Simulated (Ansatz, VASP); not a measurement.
**ZrC in VASP and in Ansatz**

File INCAR:

```
  ALGO = Normal
  EDIFF = 1E-6
  ENCUT = 600
  GGA = PE
  GGA_COMPAT = False
  ISIF = 2
  ISMEAR = 0
  LASPH = True
  LCHARG = True
  LELF = True
  LREAL = False
  LVHAR = True
  LWAVE = False
  NBANDS = 15
  NELM = 120
  PREC = Accurate
  SIGMA = 0.05
```

KPOINTS

```
k-points
0
Gamma
  6 6 6
```

Contents of POSCAR:

```
ZrC
1.0
    0.0000000000      2.5432134504      2.5432134504
    2.5432134504      0.0000000000      2.5432134504
    2.5432134504      2.5432134504      0.0000000000
Zr C
1 1
Direct
    0.0000000000      0.0000000000      0.0000000000
    0.2500000000      0.2500000000      0.2500000000
```

Input for Ansatz:

```yaml
crystal:
  lattice:
    - [0.0, 2.5432134504, 2.5432134504]
    - [2.5432134504, 0.0, 2.5432134504]
    - [2.5432134504, 2.5432134504, 0.0]
  atoms:
    - { symbol: Zr, position: [0.0, 0.0, 0.0] }
    - { symbol: C, position: [0.25, 0.25, 0.25] }
basis:
  ecutwfc: 420
kpoints:
  mp_grid: { grid: [6, 6, 6] }
hamiltonian:
  xc: pbe
scf:
  occupations: { method: gaussian, width: 0.05 }
output:
  forces: true
  stress: true
  eigenvalues: true
```

Alike in both runs: task single point; functional PBE; k mesh 6 × 6 × 6; occupations gaussian, width 0.05 eV; no spin polarisation.

```csv
,VASP,Ansatz
version,VASP 6.6.1,Ansatz 0.2.0
potentials or method,"VASP PAW PBE potentials, release 64 (Zr_sv, C), cutoff 600 eV","scalar-relativistic, plane waves, PAW"
valence electrons in the cell,16,16
```

```tsv
	VASP	Ansatz	Ansatz less VASP
gap on the k mesh at the Fermi level (eV)	0.54	0.54	-0.001
least direct gap on the mesh (eV)	0.58	0.58	0.000
pressure (GPa)	0.1	0.1	-0.07
```
